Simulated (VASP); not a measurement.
CdI2: single point with HSE06

CdI2:

```
Cd I
1.0
     4.24836    0.00000    0.00000
    -2.12418    3.67918    0.00000
     0.00000    0.00000    6.88442
Cd I
1 2
Cartesian
  0.0000 0.0000 0.0000
  0.0000 2.4528 1.7181
  2.1242 1.2264 5.1663
```

```json
{
 "Program": "VASP 6.6.1",
 "Task": "single point",
 "Functional": "HSE06",
 "Potentials or basis": "VASP PAW PBE potentials, release 64 (Cd, I)",
 "Cutoff": "400 eV",
 "k mesh": "6 × 6 × 4",
 "Occupations": "gaussian, width 0.01 eV",
 "Spin": "no spin polarisation",
 "Dipole correction": "no",
 "Grid for exact exchange (PRECFOCK)": "Normal",
 "Further INCAR settings": "ALGO = Normal; EDIFF = 1e-06; NBANDS = 20",
 "Screening parameter": "0.2079 1/Å"
}
```

| Property | Result |
| --- | --- |
| Pressure | 0.6 GPa |
| Largest force | 0.061 eV/Å |
| Band gap on the k mesh | 3.34 eV, indirect (least direct gap 3.60 eV) |

Forces in eV/Å, atoms in the order of the input:
```
Cd   0.000  0.000  0.000
I    0.000  0.000 -0.061
I    0.000  0.000  0.061
```

Stress tensor (GPa, compression positive):
```
0.66 0.00 0.00
0.00 0.66 0.00
0.00 0.00 0.58
```

Levels at points of the mesh, in eV from the valence-band top:
```
           k point  band 11  band 12  band 13  band 14  band 15  band 16
(0.00, 0.00, 0.00)    -0.16    -0.16    -0.14     3.47     5.41     7.43
(0.50, 0.00, 0.00)    -1.60    -0.73    -0.14     3.62     5.97     6.85
(0.00, 0.00, 0.50)    -0.43    -0.01    -0.01     4.63     5.46     7.21
(0.50, 0.00, 0.50)    -1.28    -0.54    -0.47     3.34     5.87     6.83
```

Run time: 16 min on 4 MPI ranks on Intel(R) Xeon(R) 6975P-C (Granite Rapids), with other jobs on the host, peak memory 0.32 GiB a rank.

Caveat: the PAW data sets were made with another functional, which shifts forces and pressure a little; spin-orbit coupling is left out, which moves the levels of the heavy elements; this functional lacks dispersion, which binds the layers, so the pressure and a relaxed spacing across them are unreliable. A k mesh can miss the band edges.
